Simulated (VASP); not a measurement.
MgO, 32 atoms in the cell. The typed cell holds 32 atoms: a = 7.299 Å, b = 7.299 Å, c = 7.299 Å, α = 109.47°, β = 109.47°, γ = 109.47°. 

* Program: VASP 6.6.1
* Task: relaxation of the atoms
* Functional: PBEsol
* Potentials or basis: VASP PAW PBE potentials, release 64 (Mg, O)
* Cutoff: 520 eV
* k mesh: 2 × 2 × 2, shifted
* Occupations: gaussian, width 0.02 eV
* Spin: no spin polarisation
* Dipole correction: no
* Further INCAR settings: LREAL = Auto; ALGO = Normal; EDIFF = 1e-07; IBRION = 2; EDIFFG = -0.03; NSW = 45

Potentials or basis: VASP PAW PBE potentials, release 64 (Mg, O).

The run is started by

```console
$ cat potpaw_PBE.64/Mg/POTCAR potpaw_PBE.64/O/POTCAR > POTCAR
$ mpirun -np 4 vasp_std > vasp.out
```

Hardware: 4 MPI ranks on AMD EPYC 7R13 Processor (Zen 3), on a shared host.

Problem. How long does it take, and how much memory?

Solution. Wall time 5.5 min on 4 MPI ranks on AMD EPYC 7R13 Processor (Zen 3) (shared host), peak memory 0.31 GiB a rank. Counts: scf iterations 96, k points 4, ion steps 8.
